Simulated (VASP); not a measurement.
SnO, 4 atoms in the cell. Symmetry: P4/nmm, No. 129, tetragonal system. The conventional cell has a = 3.802 Å, b = 3.802 Å, c = 4.836 Å, α = 90.00°, β = 90.00°, γ = 90.00°. Within 2.9 Å of Sn (site symmetry 4mm) lie 4 O at 2.22 Å. Within 2.9 Å of O (site symmetry -4m2) lie 4 Sn at 2.22 Å and 4 O at 2.69 Å. 

| Item | Value |
| --- | --- |
| Program | VASP 6.6.1 |
| Task | relaxation of cell and atoms |
| Functional | PBE |
| Potentials or basis | VASP PAW PBE potentials, release 64 (Sn_d, O) |
| Cutoff | 600 eV |
| k mesh | 4 × 4 × 4 |
| Occupations | gaussian, width 0.1 eV |
| Spin | no spin polarisation |
| Dipole correction | no |
| Further INCAR settings | ALGO = Normal; EDIFF = 1e-06; IBRION = 2; EDIFFG = -0.04; NSW = 90; ISIF = 3 |

Potentials or basis: VASP PAW PBE potentials, release 64 (Sn_d, O).

Launch:

```console
$ cat potpaw_PBE.64/Sn_d/POTCAR potpaw_PBE.64/O/POTCAR > POTCAR
$ mpirun -np 1 vasp_std > vasp.out
```

Hardware: 1 thread of Intel Xeon 8259CL, on a shared host.

How long does it take, and how much memory?

Run time: 5.4 min on 1 thread of Intel Xeon 8259CL, on a shared host, peak memory 0.21 GiB. Counts: scf iterations 78, k points 18, ion steps 9.
